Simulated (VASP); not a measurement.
# ZnS (R3m) in VASP: further runs

The runs below take ZnS through single point, with LDA.

All numbers are computed with VASP 6.6.1; they aren't measurements. Logs are shortened: lines on timing, memory, paths and dates and some standing lists are left out, and cuts for length are marked.

### Step 1. The cell of the first run

The structure is trigonal, space group R3m (No. 160). The conventional cell has a = 3.806 Å, b = 3.806 Å, c = 28.056 Å, α = 90.00°, β = 90.00°, γ = 120.00°. Zn (site symmetry 3m) has 4 S at 2.33 to 2.34 Å within 3.1 Å. Within 3.1 Å of Zn (site symmetry 3m) lie 4 S at 2.33 Å. Zn (site symmetry 3m) has 4 S at 2.33 to 2.34 Å within 3.1 Å. S (site symmetry 3m) has 4 Zn at 2.33 to 2.34 Å within 3.1 Å. S (site symmetry 3m) has 4 Zn at 2.33 to 2.34 Å within 3.1 Å. S (site symmetry 3m) has 4 Zn at 2.33 Å within 3.1 Å.

### Step 2. Single point, LDA

INCAR

```
ALGO = Normal ; EDIFF = 1E-6
ENCUT = 520 ; GGA = CA
ISIF = 2 ; ISMEAR = 0
LASPH = T ; LCHARG = F
LREAL = F ; LWAVE = F
NBANDS = 36 ; NELM = 80
PREC = Accurate ; SIGMA = 0.01
```

KPOINTS

```
k-points
0
Gamma
  6 6 6
```

POSCAR

```
ZnS
1.0
    1.9030710000      1.0987390000      9.3519480000
   -1.9030710000      1.0987390000      9.3519480000
    0.0000000000     -2.1974770000      9.3519480000
Zn S
3 3
Direct
    0.9999710000      0.9999710000      0.9999710000
    0.2222690000      0.2222690000      0.2222690000
    0.4446130000      0.4446130000      0.4446130000
    0.0832670000      0.0832670000      0.0832670000
    0.5278420000      0.5278420000      0.5278420000
    0.3053630000      0.3053630000      0.3053630000
```

Potentials or basis: VASP PAW LDA potentials, release 64 (Zn, S).

On the command line:

```sh
$ cat potpaw_LDA.64/Zn/POTCAR potpaw_LDA.64/S/POTCAR > POTCAR
$ mpirun -np 1 vasp_std > vasp.out
```

OUTCAR:

```text
EDIFF = 1E-6
   ENCUT = 520
   GGA = CA
   ISIF = 2
   ISMEAR = 0
   LASPH = T
   LREAL = F
   NELM = 80
   PREC = Accurate

 ion  position               nearest neighbor table
   1  1.000  1.000  1.000-   6 2.33   6 2.33   6 2.33   4 2.34
   2  0.222  0.222  0.222-   6 2.33   5 2.33   5 2.33   5 2.33
   3  0.445  0.445  0.445-   4 2.33   4 2.33   4 2.33   5 2.34
   4  0.083  0.083  0.083-   3 2.33   3 2.33   3 2.33   1 2.34
   5  0.528  0.528  0.528-   2 2.33   2 2.33   2 2.33   3 2.34
   6  0.305  0.305  0.305-   2 2.33   1 2.33   1 2.33   1 2.33

  LATTYP: Found a trigonal (rhomboedric) cell.
 ALAT       =     9.6066559226
 COS(alpha) =     0.9215133891

  Lattice vectors:

 A1 = (   1.9030710000,   1.0987390000,   9.3519480000)
 A2 = (  -1.9030710000,   1.0987390000,   9.3519480000)
 A3 = (   0.0000000000,  -2.1974770000,   9.3519480000)

Analysis of symmetry for initial positions (statically):
=====================================================================
 Subroutine PRICEL returns:
 Original cell was already a primitive cell.

 Routine SETGRP: Setting up the symmetry group for a
 trigonal (rhombohedral) supercell.

 Subroutine GETGRP returns: Found  6 space group operations
 (whereof  6 operations were pure point group operations)
 out of a pool of 12 trial point group operations.

The static configuration has the point symmetry C_3v.

Analysis of symmetry for dynamics (positions and initial velocities):
=====================================================================
 Subroutine PRICEL returns:
 Original cell was already a primitive cell.

 Routine SETGRP: Setting up the symmetry group for a
 trigonal (rhombohedral) supercell.

 Subroutine GETGRP returns: Found  6 space group operations
 (whereof  6 operations were pure point group operations)
 out of a pool of 12 trial point group operations.

The dynamic configuration has the point symmetry C_3v.

 Subroutine INISYM returns: Found  6 space group operations
 (whereof  6 operations are pure point group operations),
 and found     1 'primitive' translations

----------------------------------------------------------------------------------------

                                     Primitive cell

  volume of cell :     117.3283

  direct lattice vectors                    reciprocal lattice vectors
     1.903071000  1.098739000  9.351948000     0.262733235  0.151689088  0.035643192
    -1.903071000  1.098739000  9.351948000    -0.262733235  0.151689088  0.035643192
     0.000000000 -2.197477000  9.351948000     0.000000000 -0.303378177  0.035643209

  length of vectors
     9.606655923  9.606655923  9.606655847     0.305464841  0.305464841  0.305464820

  position of ions in fractional coordinates (direct lattice)
     0.999971000  0.999971000  0.999971000
     0.222269000  0.222269000  0.222269000
     0.444613000  0.444613000  0.444613000
     0.083267000  0.083267000  0.083267000
     0.527842000  0.527842000  0.527842000
     0.305363000  0.305363000  0.305363000

  ion indices of the primitive-cell ions
   primitive index   ion index
                 1           1
                 2           2
                 3           3
                 4           4
                 5           5
                 6           6

----------------------------------------------------------------------------------------

 KPOINTS: k-points

Automatic generation of k-mesh.
 Grid dimensions read from file:
 generate k-points for:    6    6    6

 Generating k-lattice:

  Cartesian coordinates                     Fractional coordinates (reciprocal lattice)
     0.043788872  0.025281515  0.005940532     0.166666667  0.000000000 -0.000000000
    -0.043788872  0.025281515  0.005940532     0.000000000  0.166666667 -0.000000000
     0.000000000 -0.050563029  0.005940535     0.000000000  0.000000000  0.166666667

  Length of vectors
     0.050910807  0.050910807  0.050910803

  Shift w.r.t. Gamma in fractional coordinates (k-lattice)
     0.000000000  0.000000000  0.000000000

 Subroutine IBZKPT returns following result:
 ===========================================

 Found     32 irreducible k-points:

 Following reciprocal coordinates:
            Coordinates               Weight
  0.000000  0.000000  0.000000      1.000000
  0.166667 -0.000000 -0.000000      6.000000
  0.333333  0.000000 -0.000000      6.000000
  0.500000 -0.000000 -0.000000      3.000000
  0.166667  0.166667 -0.000000      6.000000
  0.333333  0.166667 -0.000000     12.000000
[... 16 lines left out ...]
  0.500000  0.500000  0.166667      6.000000
 -0.333333  0.500000  0.166667     12.000000
 [... further k-points ...]
   k-points           NKPTS =     32   k-points in BZ     NKDIM =     32   number of bands    NBANDS=     36
   number of dos      NEDOS =    301   number of ions     NIONS =      6
   total plane-waves  NPLWV = 373248
   dimension x,y,z NGX =    72 NGY =   72 NGZ =   72
   dimension x,y,z NGXF=   144 NGYF=  144 NGZF=  144
   ions per type =               3   3
   NGX,Y,Z   is equivalent  to a cutoff of  12.46, 12.46, 12.46 a.u.
   NGXF,Y,Z  is equivalent  to a cutoff of  24.92, 24.92, 24.92 a.u.
 SYSTEM =  unknown system
   PREC   = accura    normal or accurate (medium, high low for compatibility)
   ISTART =      0    job   : 0-new  1-cont  2-samecut
   ICHARG =      2    charge: 1-file 2-atom 10-const
   ISPIN  =      1    spin polarized calculation?
   LNONCOLLINEAR =      F non collinear calculations
   LSORBIT =      F    spin-orbit coupling
   LASPH  =      T    aspherical Exc in radial PAW
   ENCUT  =  520.0 eV  38.22 Ry    6.18 a.u.  17.86 17.86 17.86*2*pi/ulx,y,z
   NELM   =     80;   NELMIN=  2; NELMDL= -5     # of ELM steps
   EDIFF  = 0.1E-05   stopping-criterion for ELM
   LREAL  =      F    real-space projection
   EDIFFG = 0.1E-04   stopping-criterion for IOM
   NSW    =      0    number of steps for IOM
   IBRION =     -1    ionic relax: 0-MD 1-quasi-New 2-CG
   NFREE  =      0    steps in history (QN), initial steepest desc. (CG)
   ISIF   =      2    stress and relaxation
   ISYM   =      2    0-nonsym 1-usesym 2-fastsym
   POTIM  = 0.5000    time-step for ionic-motion
   TEBEG  =    0.0;   TEEND  =   0.0 temperature during run
   PSTRESS=    0.0 pullay stress
   NELECT =      54.0000    total number of electrons
   NUPDOWN=      -1.0000    fix difference up-down
   EMIN   =  10.00;   EMAX   =-10.00  energy-range for DOS
   EFERMI =   0.00;   METHOD = LEGACY
   ISMEAR =     0;   SIGMA  =   0.01  broadening in eV -4-tet -1-fermi 0-gaus
   EFERMI_NEDOS =   21; number of points for ismear=-14 and -15
   IALGO  =     38    algorithm
   IMIX   =      4    mixing-type and parameters
     AMIX     =   0.40;   BMIX     =  1.00
     AMIX_MAG =   1.60;   BMIX_MAG =  1.00
  volume/ion in A,a.u.               =      19.55       131.96
  Fermi-wavevector in a.u.,A,eV,Ry     =   1.263975  2.388567 21.737116  1.597633
  Thomas-Fermi vector in A             =   2.397304
   LORBIT       =      0    0 simple, 1 ext, 2 COOP (PROOUT), +10 PAW based schemes
   GGA     = CA    functional components
   LHFCALC =     F    Hartree Fock is set to
   AEXX    =    0.0000 exact exchange contribution
   IVDW    =     0    specifies the selected vdW correction
   LEPSILON=     F    determine dielectric tensor
   LRPA    =     F    only Hartree local field effects (RPA)
 non-spin polarized calculation
 Gauss-broadening in eV      SIGMA  =   0.01
  energy-cutoff  :      520.00
  volume of cell :      117.33
 maximum number of plane-waves:      3183
   NGX = 35   NGY = 35   NGZ = 35

 number of electron      53.9999979 magnetization

 Free energy of the ion-electron system (eV)
  ---------------------------------------------------
  ext. energy  EPLUGINS =         0.00000000
  ---------------------------------------------------
  free energy    TOTEN  =       -24.54048996 eV

  energy without entropy =      -24.54048996  energy(sigma->0) =      -24.54048996

 E-fermi :   2.1024     XC(G=0): -10.0752

 val. band max:        2.0236946174   @ k =   0.0000   0.0000   0.0000
 cond. band min:       3.9938011742   @ k =   0.0000   0.0000   0.0000
 fundamental gap:      1.9701065568
 Fermi energy:         2.1023620749

 k-point     1 :       0.0000    0.0000    0.0000
  band No.  band energies     occupation
      1     -11.1656      2.00000
      2     -10.4780      2.00000
      3     -10.4681      2.00000
      4      -4.5172      2.00000
      5      -4.5071      2.00000
      6      -4.5071      2.00000
[... 28 lines left out ...]
     35       8.8078      0.00000
     36       9.2343      0.00000

 k-point     2 :       0.1667   -0.0000   -0.0000
  band No.  band energies     occupation
      1     -10.9743      2.00000
      2     -10.3885      2.00000
      3     -10.2953      2.00000
      4      -4.5198      2.00000
      5      -4.4871      2.00000
      6      -4.4726      2.00000
[... 28 lines left out ...]
     35       8.8533      0.00000
     36       9.5569      0.00000

 k-point     3 :       0.3333    0.0000   -0.0000
  band No.  band energies     occupation
      1     -10.5165      2.00000
      2     -10.1229      2.00000
      3     -10.0211      2.00000
      4      -4.5243      2.00000
      5      -4.4793      2.00000
      6      -4.4237      2.00000
[... 28 lines left out ...]
     35       9.7184      0.00000
     36      10.2760      0.00000
[... 742 lines left out ...]
 k-point    23 :       0.5000    0.5000    0.1667
  band No.  band energies     occupation
      1     -10.4218      2.00000
      2     -10.3242      2.00000
      3      -9.9145      2.00000
      4      -4.5386      2.00000
      5      -4.4767      2.00000
      6      -4.4230      2.00000
[... 28 lines left out ...]
     35       9.7712      0.00000
     36       9.8279      0.00000

 k-point    24 :      -0.3333    0.5000    0.1667
  band No.  band energies     occupation
      1     -10.1325      2.00000
      2     -10.1244      2.00000
      3      -9.8632      2.00000
      4      -4.4770      2.00000
      5      -4.4175      2.00000
      6      -4.3920      2.00000
[... 28 lines left out ...]
     35       9.4671      0.00000
     36      10.5758      0.00000

 [... further k-points ...]
[... 5 lines left out ...]
  --------------------------------------------------------------------------------------
  -------------------------------------------------------------------------------------
  Total       -2.7300770     -2.7300775     -2.7219766      0.0000000     -0.0000001      0.0000000
  in kB      -37.2805868    -37.2805945    -37.1699720      0.0000000     -0.0000013      0.0000000
  external PRESSURE =     -37.2437178 kB  Pullay stress =       0.0000000 kB

 VOLUME and BASIS-vectors are now :
 -----------------------------------------------------------------------------
  energy-cutoff  :      520.00
  volume of cell :      117.33
      direct lattice vectors                 reciprocal lattice vectors
     1.903071000  1.098739000  9.351948000     0.262733235  0.151689088  0.035643192
    -1.903071000  1.098739000  9.351948000    -0.262733235  0.151689088  0.035643192
     0.000000000 -2.197477000  9.351948000     0.000000000 -0.303378177  0.035643209

 POSITION                                       TOTAL-FORCE (eV/Angst)
 -----------------------------------------------------------------------------------
      0.00000      0.00000     28.05503         0.000000     -0.000000     -0.004794
      0.00000      0.00000      6.23594         0.000000      0.000000      0.002068
      0.00000      0.00000     12.47399         0.000000     -0.000000     -0.013910
      0.00000      0.00000      2.33613         0.000000      0.000000      0.007043
      0.00000      0.00000     14.80905         0.000000      0.000000      0.002358
      0.00000      0.00000      8.56722         0.000000      0.000000      0.007235
 -----------------------------------------------------------------------------------
    total drift:                                0.000000      0.000002      0.000713

  FREE ENERGIE OF THE ION-ELECTRON SYSTEM (eV)
  ---------------------------------------------------
  free  energy   TOTEN  =       -24.5404899634 eV

  energy  without entropy=      -24.5404899634  energy(sigma->0) =      -24.54048996
```

It took 5.9 min on 1 thread of Intel Xeon 6975P-C (Granite Rapids), shared host; peak memory 0.52 GiB.

What came out:

```yaml
Free_energy: -24.5405 eV
Pressure: -3.7 GPa
Largest_force: 0.014 eV/Å
Band_gap_on_the_k_mesh: 1.97 eV, direct
```

Forces in eV/Å, atoms in the order of the input:
```
Zn   0.000  0.000 -0.005
Zn   0.000  0.000  0.002
Zn   0.000  0.000 -0.014
S    0.000  0.000  0.007
S    0.000  0.000  0.002
S    0.000  0.000  0.007
```

A k mesh can miss the band edges. LDA gaps usually lie below the measured ones, often by a third to a half.

(Continued in part 2 of 2.)
